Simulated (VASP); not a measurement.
GaP:

```xyz
2
Lattice="0.0000 2.7254 2.7254 2.8388 0.0000 2.7254 2.8388 2.7254 0.0000" Properties=species:S:1:pos:R:3 pbc="T T T"
Ga    0.0000    0.0000    0.0000
P     1.4194    1.3627    1.3627
```

This cell differs from its parent crystal: uniaxial x strain +4.2%.

Base run:

- Program: VASP 6.6.1
- Functional: r2SCAN
- Potentials or basis: VASP PAW PBE potentials, release 64 (Ga_d, P)
- Cutoff: 520 eV
- k mesh: 8 × 8 × 8
- Occupations: gaussian, width 0.01 eV
- Spin: no spin polarisation

Its results: band gap on the k mesh 1.75 eV, indirect (least direct gap 1.89 eV); pressure -3.3 GPa.

**Question.** The run is repeated on the same cell with these changes: functional from r2SCAN to PBE; occupations from gaussian, width 0.01 eV to fermi-dirac, width 0.02 eV. What comes out?

**Answer.** Band gap on the k mesh 1.40 eV, direct; pressure -0.8 GPa.

Caveats: the PAW data sets were made with another functional, which shifts forces and pressure a little (some runs).

A k mesh can miss the band edges.
